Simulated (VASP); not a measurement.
Input of a VASP 6.6.1 run:

Contents of INCAR:

```
PREC = Accurate
ENCUT = 520
EDIFF = 1E-6
ISMEAR = 0
SIGMA = 0.05
LREAL = F
LASPH = T
NELM = 80
ALGO = Normal
ISIF = 2
LWAVE = F
LCHARG = T
GGA = PS
LELF = T
LVHAR = T
NBANDS = 11
```

The input KPOINTS:

```
regular mesh
0
Gamma
  12 12 12
```

The input POSCAR:

```
BAs
1.0
    0.0000000000      2.4558168217      2.2593514759
    2.4558168217      0.0000000000      2.2593514759
    2.4558168217      2.4558168217      0.0000000000
B As
1 1
Direct
    0.0000000000      0.0000000000      0.0000000000
    0.7500000000      0.7500000000      0.7500000000
```

Potentials or basis: VASP PAW PBE potentials, release 64 (B, As).

Launch:

```sh
$ cat potpaw_PBE.64/B/POTCAR potpaw_PBE.64/As/POTCAR > POTCAR
$ mpirun -np 1 vasp_std > vasp.out
```

(1) Estimate the pressure.

(2) What does it give for the band gap on the k mesh?

## Answers

(1) -0.1 GPa.

(2) zero (bands 4 and 5 overlap by 0.11 eV).

Caveat: semilocal functionals underestimate gaps, so a narrow gap can read as zero; the PAW data sets were made with another functional, which shifts forces and pressure a little.
